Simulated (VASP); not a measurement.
Wanted: the native input for a VASP 6.6.1 run.

```
Task                   : single point
Functional             : LDA
Potentials or basis    : VASP PAW LDA potentials, release 64 (B, N)
Cutoff                 : 520 eV
k mesh                 : 6 × 6 × 6
Occupations            : gaussian, width 0.01 eV
Spin                   : no spin polarisation
Dipole correction      : no
Further INCAR settings : ALGO = Normal; EDIFF = 1e-06; NBANDS = 11
```

The structure of BN (Qingsongite) lies in POSCAR:

```
BN
1.0
    0.0000000000      1.8048245542      1.8048245542
    1.8048245542      0.0000000000      1.8048245542
    1.8048245542      1.8048245542      0.0000000000
B N
1 1
Direct
    0.0000000000      0.0000000000      0.0000000000
    0.2500000000      0.2500000000      0.2500000000
```

One way to write it, as run:

INCAR

```
ALGO = Normal ; EDIFF = 1E-6
ENCUT = 520 ; GGA = CA
ISIF = 2 ; ISMEAR = 0
LASPH = T ; LCHARG = T
LELF = T ; LREAL = F
LVHAR = T ; LWAVE = F
NBANDS = 11 ; NELM = 60
PREC = Accurate ; SIGMA = 0.01
```

KPOINTS

```
k-points
0
Gamma
  6 6 6
```

Potentials or basis: VASP PAW LDA potentials, release 64 (B, N).

Launch:

```console
$ cat potpaw_LDA.64/B/POTCAR potpaw_LDA.64/N/POTCAR > POTCAR
$ mpirun -np 1 vasp_std > vasp.out
```

It gave:

- Pressure: -8.4 GPa
- Band gap on the k mesh: 4.35 eV, indirect (least direct gap 8.70 eV)

Caveat: the k points lie up to 0.50 Å⁻¹ apart.

Run time: 3.1 s on 1 thread of Intel(R) Xeon(R) Platinum 8559C (Emerald Rapids), on a shared host, peak memory 0.11 GiB.
